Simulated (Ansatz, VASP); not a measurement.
# Two plane-wave programs on FeO

Contents of INCAR:

```
SYSTEM = FeO
PREC     = Accurate       ! precision mode
ENCUT    = 700            ! plane-wave cutoff, eV
EDIFF    = 1E-6           ! SCF threshold, eV
ISMEAR   = -1             ! smearing method
SIGMA    = 0.05           ! smearing width, eV
LREAL    = .False.        ! projectors in reciprocal space
LASPH    = .True.         ! aspherical terms in the spheres
NELM     = 200            ! most SCF steps
ALGO     = Normal         ! electronic algorithm
ISIF     = 2              ! what is computed and relaxed
LWAVE    = .False.        ! write WAVECAR
LCHARG   = .True.         ! write CHGCAR
ISPIN    = 2              ! spin polarisation
MAGMOM   = 3 0            ! initial moments
LORBIT   = 11             ! projections on sites
LMAXMIX  = 4              ! l up to which the mixer works
GGA      = RE             ! functional
LELF     = .True.         ! ELF
LVHAR    = .True.       
NBANDS   = 22             ! bands
GGA_COMPAT= .False.
```

The input KPOINTS:

```
regular mesh
0
Gamma
  6 6 6
  0 0 0
```

File POSCAR:

```
FeO
1.0
    0.0000000000      2.1554001600      2.1554001600
    2.1554001600      0.0000000000      2.1554001600
    2.1554001600      2.1554001600      0.0000000000
Fe O
1 1
Direct
    0.0000000000      0.0000000000      0.0000000000
    0.5000000000      0.5000000000      0.5000000000
```

File input.yaml:

```yaml
crystal:
  lattice:
    - [0.0, 2.15540016, 2.15540016]
    - [2.15540016, 0.0, 2.15540016]
    - [2.15540016, 2.15540016, 0.0]
  atoms:
    - { symbol: Fe, position: [0.0, 0.0, 0.0], spin: 3.0 }
    - { symbol: O, position: [0.5, 0.5, 0.5] }
hamiltonian:
  xc: revpbe
  pseudopotentials: { kind: paw }
magnetization:
  spin_polarized: true
kpoints:
  mp_grid: { grid: [6, 6, 6] }
  band_path:
    path:
      - [[0.0, 0.0, 0.0], [0.5, 0.0, 0.5], [0.5, 0.25, 0.75], [0.375, 0.375, 0.75], [0.0, 0.0, 0.0], [0.5, 0.5, 0.5], [0.625, 0.25, 0.625], [0.5, 0.25, 0.75], [0.5, 0.5, 0.5], [0.375, 0.375, 0.75]]
      - [[0.625, 0.25, 0.625], [0.5, 0.0, 0.5]]
    npoints: 14
scf:
  occupations: { method: fermi_dirac, width: 0.05 }
  n_extra_bands: 6
output:
  forces: true
  stress: true
  eigenvalues: true
  fatbands: true
```

Alike in both runs: functional revPBE; k mesh 6 × 6 × 6; occupations fermi-dirac, width 0.05 eV; collinear spin.

|  | VASP | Ansatz |
| --- | --- | --- |
| version | VASP 6.6.1 | Ansatz 0.2.0 |
| potentials or method | VASP PAW PBE potentials, release 64 (Fe_sv, O) | Ansatz PAW |
| plane-wave cutoff (eV) | 700 | 420 |
| valence electrons in the cell | 22 | 22 |
| task | single point | band structure |

|  | VASP | Ansatz | Ansatz less VASP |
| --- | --- | --- | --- |
| gap on the k mesh at the Fermi level (eV) | none | none | - |
| pressure (GPa) | 3.0 | 4.1 | +1.11 |
| net moment per atom (μB) | 2.00 | 2.00 | 0.000 |
| size of the moment on the site where the two differ most (μB) | 3.49 | 3.46 | -0.029 |

VASP's potentials were made for PBE, not for revPBE. Site moments also hang on the region over which each program counts them. A gap of «none» marks a metal or a gap that the smearing closes. The functional is the same, so the differences come from potentials, cutoffs and numerics.

The k mesh is coarse, so the values compare programs but aren't converged.
